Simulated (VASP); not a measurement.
# SiC (P1) in VASP: relaxation of cell and atoms with PBE

Aim: the relaxation of cell and atoms of SiC with PBE.

All numbers are computed with VASP 6.6.1; they aren't measurements. Logs are shortened: lines on timing, memory, paths and dates and some standing lists are left out, and cuts for length are marked.

## Step 1: The cell of the first run

The typed cell holds 8 atoms: a = 3.144 Å, b = 5.325 Å, c = 5.447 Å, α = 110.21°, β = 91.21°, γ = 89.56°.

## Step 2: Relaxation of cell and atoms, PBE

File INCAR:

```
ALGO     = Normal         # electronic algorithm
EDIFF    = 1E-7           # SCF threshold, eV
EDIFFG   = -0.025         # ionic threshold
ENCUT    = 600            # plane-wave cutoff, eV
GGA      = PE             # functional
IBRION   = 2              # ionic algorithm
ISIF     = 3              # what is computed and relaxed
ISMEAR   = 0              # smearing method
LASPH    = T              # aspherical terms in the spheres
LCHARG   = F              # write CHGCAR
LREAL    = F              # projectors in reciprocal space
LWAVE    = F              # write WAVECAR
NELM     = 100            # most SCF steps
NSW      = 80             # ionic steps
PREC     = Accurate       # precision mode
SIGMA    = 0.1            # smearing width, eV
```

File KPOINTS:

```
k-points
0
Gamma
  4 4 4
```

File POSCAR:

```
SiC
1.0
   -2.2097842693     -0.0276351538     -2.2360944841
   -2.1558046805     -4.3795588548      2.1268445877
   -2.1753617592      4.4543862412      2.2569422816
Si C
4 4
Direct
    0.0631616462      0.8038226376      0.2822272562
    0.5566437681      0.2609271216      0.2368325618
    0.5178312328      0.7534477069      0.7018903439
   -0.0325935490      0.2655479323      0.7656831336
    0.5073516683      0.9043500507      0.1760261091
   -0.0027199172      0.3262356789      0.0815612564
   -0.0858674246      0.8087793491      0.6292007484
    0.4761925755      0.3768895230      0.6265785905
```

Potentials or basis: VASP PAW PBE potentials, release 64 (Si, C).

On the command line:

```sh
> cat potpaw_PBE.64/Si/POTCAR potpaw_PBE.64/C/POTCAR > POTCAR
> mpirun -np 1 vasp_std > vasp.out
```

OUTCAR:

```text
EDIFF = 1E-7
   EDIFFG = -0.025
   ENCUT = 600
   GGA = PE
   IBRION = 2
   ISIF = 3
   ISMEAR = 0
   LASPH = T
   LREAL = F
   NELM = 100
   NSW = 80
   PREC = Accurate

 ion  position               nearest neighbor table
   1  0.063  0.804  0.282-   5 1.68   7 1.95   5 1.96   6 2.40   3 2.76   4 2.94   3 2.97   2 2.98
                             2 2.98
   2  0.557  0.261  0.237-   6 1.74   5 1.82   6 2.01   8 2.02   4 2.90   3 2.95   1 2.98   1 2.98
                             4 3.12   4 3.14
   3  0.518  0.753  0.702-   7 1.38   8 1.91   7 1.97   5 2.43   1 2.76   2 2.95   1 2.97   4 2.99
                             4 3.07   4 3.14
   4  0.967  0.266  0.766-   6 1.64   8 1.89   8 1.96   7 2.29   2 2.90   1 2.94   3 2.99   3 3.07
                             2 3.12   3 3.14   2 3.14
   5  0.507  0.904  0.176-   1 1.68   2 1.82   1 1.96   3 2.43
   6  0.997  0.326  0.082-   4 1.64   2 1.74   2 2.01   1 2.40
   7  0.914  0.809  0.629-   3 1.38   1 1.95   3 1.97   4 2.29
   8  0.476  0.377  0.627-   4 1.89   3 1.91   4 1.96   2 2.02

  LATTYP: Found a triclinic cell.
 ALAT       =     5.4467920863
 B/A-ratio  =     0.9775685103
 C/A-ratio  =     0.5771998405
 COS(alpha) =     0.0077101396
 COS(beta)  =     0.0211838055
 COS(gamma) =     0.3454384711

  Lattice vectors:

 A1 = (   2.1753617592,  -4.4543862412,  -2.2569422816)
 A2 = (  -2.1558046805,  -4.3795588548,   2.1268445877)
 A3 = (  -2.2097842693,  -0.0276351538,  -2.2360944841)

Analysis of symmetry for initial positions (statically):
=====================================================================
 Subroutine PRICEL returns:
 Original cell was already a primitive cell.

 Routine SETGRP: Setting up the symmetry group for a
 triclinic supercell.

 Subroutine GETGRP returns: Found  1 space group operations
 (whereof  1 operations were pure point group operations)
 out of a pool of  2 trial point group operations.

The static configuration has the point symmetry C_1 .

Analysis of symmetry for dynamics (positions and initial velocities):
=====================================================================
 Subroutine PRICEL returns:
 Original cell was already a primitive cell.

 Routine SETGRP: Setting up the symmetry group for a
 triclinic supercell.

 Subroutine GETGRP returns: Found  1 space group operations
 (whereof  1 operations were pure point group operations)
 out of a pool of  2 trial point group operations.

The dynamic configuration has the point symmetry C_1 .

 Subroutine INISYM returns: Found  1 space group operations
 (whereof  1 operations are pure point group operations),
 and found     1 'primitive' translations

----------------------------------------------------------------------------------------

                                     Primitive cell

  volume of cell :      85.5471

  direct lattice vectors                    reciprocal lattice vectors
    -2.209784269 -0.027635154 -2.236094484    -0.226286942  0.002792266 -0.223618386
    -2.155804681 -4.379558855  2.126844588    -0.115702974 -0.115160728  0.115764829
    -2.175361759  4.454386241  2.256942282    -0.115163219  0.111288952  0.112432808

  length of vectors
     3.143887523  5.324612426  5.446792086     0.318148958  0.200126628  0.195675584

  position of ions in fractional coordinates (direct lattice)
     0.063161646  0.803822638  0.282227256
     0.556643768  0.260927122  0.236832562
     0.517831233  0.753447707  0.701890344
     0.967406451  0.265547932  0.765683134
     0.507351668  0.904350051  0.176026109
     0.997280083  0.326235679  0.081561256
     0.914132575  0.808779349  0.629200748
     0.476192576  0.376889523  0.626578591

  ion indices of the primitive-cell ions
   primitive index   ion index
                 1           1
                 2           2
                 3           3
                 4           4
                 5           5
                 6           6
                 7           7
                 8           8

----------------------------------------------------------------------------------------

 KPOINTS: k-points

Automatic generation of k-mesh.
 Grid dimensions read from file:
 generate k-points for:    4    4    4

 Generating k-lattice:

  Cartesian coordinates                     Fractional coordinates (reciprocal lattice)
    -0.056571735  0.000698067 -0.055904597     0.250000000  0.000000000  0.000000000
    -0.028925743 -0.028790182  0.028941207     0.000000000  0.250000000  0.000000000
    -0.028790805  0.027822238  0.028108202     0.000000000  0.000000000  0.250000000

  Length of vectors
     0.079537240  0.050031657  0.048918896

  Shift w.r.t. Gamma in fractional coordinates (k-lattice)
     0.000000000  0.000000000  0.000000000

 Subroutine IBZKPT returns following result:
 ===========================================

 Found     36 irreducible k-points:

 Following reciprocal coordinates:
            Coordinates               Weight
  0.000000  0.000000  0.000000      1.000000
  0.250000  0.000000  0.000000      2.000000
  0.500000  0.000000  0.000000      1.000000
  0.000000  0.250000  0.000000      2.000000
  0.250000  0.250000  0.000000      2.000000
  0.500000  0.250000  0.000000      2.000000
[... 16 lines left out ...]
  0.000000 -0.250000  0.250000      2.000000
  0.250000 -0.250000  0.250000      2.000000
 [... further k-points ...]
   k-points           NKPTS =     36   k-points in BZ     NKDIM =     36   number of bands    NBANDS=     21
   number of dos      NEDOS =    301   number of ions     NIONS =      8
   total plane-waves  NPLWV =  64512
   dimension x,y,z NGX =    28 NGY =   48 NGZ =   48
   dimension x,y,z NGXF=    56 NGYF=   96 NGZF=   96
   ions per type =               4   4
   NGX,Y,Z   is equivalent  to a cutoff of  14.81, 14.99, 14.65 a.u.
   NGXF,Y,Z  is equivalent  to a cutoff of  29.61, 29.97, 29.30 a.u.
 SYSTEM =  unknown system
   PREC   = accura    normal or accurate (medium, high low for compatibility)
   ISTART =      0    job   : 0-new  1-cont  2-samecut
   ICHARG =      2    charge: 1-file 2-atom 10-const
   ISPIN  =      1    spin polarized calculation?
   LNONCOLLINEAR =      F non collinear calculations
   LSORBIT =      F    spin-orbit coupling
   LASPH  =      T    aspherical Exc in radial PAW
   ENCUT  =  600.0 eV  44.10 Ry    6.64 a.u.   6.28 10.63 10.88*2*pi/ulx,y,z
   NELM   =    100;   NELMIN=  2; NELMDL= -5     # of ELM steps
   EDIFF  = 0.1E-06   stopping-criterion for ELM
   LREAL  =      F    real-space projection
   EDIFFG = -.3E-01   stopping-criterion for IOM
   NSW    =     80    number of steps for IOM
   IBRION =      2    ionic relax: 0-MD 1-quasi-New 2-CG
   NFREE  =      1    steps in history (QN), initial steepest desc. (CG)
   ISIF   =      3    stress and relaxation
   ISYM   =      2    0-nonsym 1-usesym 2-fastsym
   POTIM  = 0.5000    time-step for ionic-motion
   TEBEG  =    0.0;   TEEND  =   0.0 temperature during run
   PSTRESS=    0.0 pullay stress
   NELECT =      32.0000    total number of electrons
   NUPDOWN=      -1.0000    fix difference up-down
   EMIN   =  10.00;   EMAX   =-10.00  energy-range for DOS
   EFERMI =   0.00;   METHOD = LEGACY
   ISMEAR =     0;   SIGMA  =   0.10  broadening in eV -4-tet -1-fermi 0-gaus
   EFERMI_NEDOS =   21; number of points for ismear=-14 and -15
   IALGO  =     38    algorithm
   IMIX   =      4    mixing-type and parameters
     AMIX     =   0.40;   BMIX     =  1.00
     AMIX_MAG =   1.60;   BMIX_MAG =  1.00
  volume/ion in A,a.u.               =      10.69        72.16
  Fermi-wavevector in a.u.,A,eV,Ry     =   1.179568  2.229060 18.930885  1.391381
  Thomas-Fermi vector in A             =   2.315877
   LORBIT       =      0    0 simple, 1 ext, 2 COOP (PROOUT), +10 PAW based schemes
   GGA     = PE    functional components
   LHFCALC =     F    Hartree Fock is set to
   AEXX    =    0.0000 exact exchange contribution
   IVDW    =     0    specifies the selected vdW correction
   LEPSILON=     F    determine dielectric tensor
   LRPA    =     F    only Hartree local field effects (RPA)
 conjugate gradient relaxation of ions
 non-spin polarized calculation
 Gauss-broadening in eV      SIGMA  =   0.10
  energy-cutoff  :      600.00
  volume of cell :       85.55
 maximum number of plane-waves:      2881
 NGX is ok and might be reduce to    28
   NGX = 13   NGY = 21   NGZ = 21

--------------------------------------- Ionic step        1  -------------------------------------------

 number of electron      32.0000000 magnetization

 Free energy of the ion-electron system (eV)
  ---------------------------------------------------
  ext. energy  EPLUGINS =         0.00000000
  ---------------------------------------------------
  free energy    TOTEN  =       -51.09950411 eV

  energy without entropy =      -51.09948130  energy(sigma->0) =      -51.09949270

------------------------ aborting loop because EDIFF is reached ----------------------------------------

  FORCE on cell =-STRESS in cart. coord.  units (eV):
  Direction    XX          YY          ZZ          XY          YZ          ZX
  --------------------------------------------------------------------------------------
  -------------------------------------------------------------------------------------
  Total       13.2702087      9.7474687     16.5532351      8.2109951     10.3311686      9.3011156
  in kB      248.5323247    182.5563652    310.0187876    153.7803778    193.4882412    174.1967997
  external PRESSURE =     247.0358258 kB  Pullay stress =       0.0000000 kB
[... 107 lines left out ...]
  FREE ENERGIE OF THE ION-ELECTRON SYSTEM (eV)
  ---------------------------------------------------
  free  energy   TOTEN  =       -51.6016882304 eV

  energy  without entropy=      -51.5933151513  energy(sigma->0) =      -51.59750169

[... ionic steps 4 to 32 ...]

--------------------------------------- Ionic step       33  -------------------------------------------

 number of electron      32.0000002 magnetization

------------------------ aborting loop because EDIFF is reached ----------------------------------------
[... 79 lines left out ...]
--------------------------------------- Ionic step       35  -------------------------------------------

 number of electron      32.0000002 magnetization

 Free energy of the ion-electron system (eV)
  ---------------------------------------------------
  ext. energy  EPLUGINS =         0.00000000
  ---------------------------------------------------
  free energy    TOTEN  =       -60.16495796 eV

  energy without entropy =      -60.16495796  energy(sigma->0) =      -60.16495796

 E-fermi :   8.4206     XC(G=0): -11.2914

 val. band max:        7.9694298797   @ k =   0.0000   0.0000   0.0000
 cond. band min:       9.3035792514   @ k =   0.0000   0.0000   0.0000
 fundamental gap:      1.3341493718
 Fermi energy:         8.4206489103

 k-point     1 :       0.0000    0.0000    0.0000
  band No.  band energies     occupation
      1      -7.3387      2.00000
      2      -3.8167      2.00000
      3      -3.8165      2.00000
      4      -2.3713      2.00000
      5      -0.4987      2.00000
      6      -0.4986      2.00000
[... 565 lines left out ...]
     20      13.8316      0.00000
     21      15.7796      0.00000

 [... further k-points ...]
[... 5 lines left out ...]
  --------------------------------------------------------------------------------------
  -------------------------------------------------------------------------------------
  Total        0.0198692     -0.0208561      0.0320813      0.0087078      0.0091495     -0.0005057
  in kB        0.3791914     -0.3980258      0.6122518      0.1661833      0.1746132     -0.0096513
  external PRESSURE =       0.1978058 kB  Pullay stress =       0.0000000 kB
[... 23 lines left out ...]
  FREE ENERGIE OF THE ION-ELECTRON SYSTEM (eV)
  ---------------------------------------------------
  free  energy   TOTEN  =       -60.1649579610 eV

  energy  without entropy=      -60.1649579610  energy(sigma->0) =      -60.16495796

 reached required accuracy - stopping structural energy minimisation
```

Run time: 42 min. Hardware: 1 thread of Intel Xeon Platinum 8259CL at 2.50GHz (Skylake/Cascade Lake), shared host; peak memory 0.27 GiB.

Results:

```yaml
Free_energy: -60.1650 eV
Relaxed_volume: 10.49 Å³/atom
Relaxed_cell: a = 3.102 Å, b = 5.356 Å, c = 5.356 Å, α = 109.38°, β = 89.99°, γ = 90.00°
Space_group_after_relaxing_to_0.05_Å: F-43m (No. 216)
Energy_gained_by_relaxing: 1133.2 meV/atom
Ionic_steps: 35
Pressure_after_relaxing: 0.0 GPa
Largest_force_after_relaxing: 0.015 eV/Å
Band_gap_on_the_k_mesh: 1.33 eV, direct
```

Forces in eV/Å, atoms in the order of the input:
```
Si  -0.008  0.004 -0.005
Si  -0.003  0.000 -0.010
Si   0.012  0.004  0.007
Si  -0.005  0.000  0.002
C   -0.004  0.000 -0.003
C    0.001 -0.005  0.006
C    0.003 -0.002  0.008
C    0.004 -0.002 -0.006
```

Stress tensor (GPa, compression positive):
```
 0.04  0.02  0.00
 0.02 -0.04  0.02
 0.00  0.02  0.06
```

Step by step:
```tsv
step	energy change (eV)	largest force (eV/Å)	pressure (GPa)	volume (Å³)
1	0.0000	28.3886	24.70	85.55
2	1.1358	4.5841	-13.48	106.74
3	-0.5022	4.5784	-12.16	103.84
4	-1.4276	5.2271	-9.10	101.68
5	-1.9621	10.8840	-1.11	98.12
6	-1.5857	5.3146	-8.09	100.61
7	-3.8077	5.1496	-13.42	99.21
8	-5.1493	5.9781	1.28	88.16
9	-5.4082	4.4854	-5.74	91.13
10	-6.2200	4.0648	6.54	85.25
11	-6.2866	2.5435	2.97	86.40
12	-6.7411	2.1322	1.85	86.55
13	-6.8038	2.7208	1.54	86.62
14	-7.1244	2.7276	-0.63	87.05
15	-8.0980	2.7681	-7.73	88.35
16	-0.9616	35.8350	8.75	90.91
17	-8.1505	2.7714	-8.27	88.47
18	-8.1828	2.4176	-10.75	89.36
19	-8.2941	2.4021	-9.83	88.86
20	-8.6264	2.0781	-5.94	86.73
21	-8.6298	1.7522	-6.41	86.91
22	-8.8944	1.0922	-3.15	85.27
23	-9.0045	0.4713	1.19	83.50
24	-9.0048	0.4722	1.46	83.40
25	-9.0389	0.2740	0.91	83.60
26	-9.0542	0.3468	0.29	83.84
27	-9.0607	0.1896	-0.08	83.99
28	-9.0627	0.1402	-0.42	84.13
29	-9.0643	0.0966	-0.06	83.98
30	-9.0647	0.0692	0.20	83.88
31	-9.0651	0.0334	0.06	83.94
32	-9.0652	0.0496	-0.04	83.97
33	-9.0654	0.0257	-0.04	83.98
34	-9.0654	0.0260	-0.04	83.98
35	-9.0655	0.0148	0.02	83.95
```

Final structure:
```xyz
8
Lattice="-2.1949 -0.0085 -2.1924 -2.1818 -4.3681 2.2016 -2.1942 4.3735 2.1784" Properties=species:S:1:pos:R:3 pbc="T T T"
Si   -4.3786   -2.1924    0.0037
Si   -2.1910   -0.0035   -0.0001
Si   -4.3808   -0.0015    2.1877
Si   -2.1911    2.1874    2.1840
C    -3.2802   -3.2790    1.1031
C    -3.2867   -1.0986   -1.0942
C    -3.2812   -1.0881    3.2864
C    -3.2876    1.0922    1.0912
```

Caveat: the k points lie up to 0.51 Å⁻¹ apart in the final cell. A k mesh can miss the band edges.
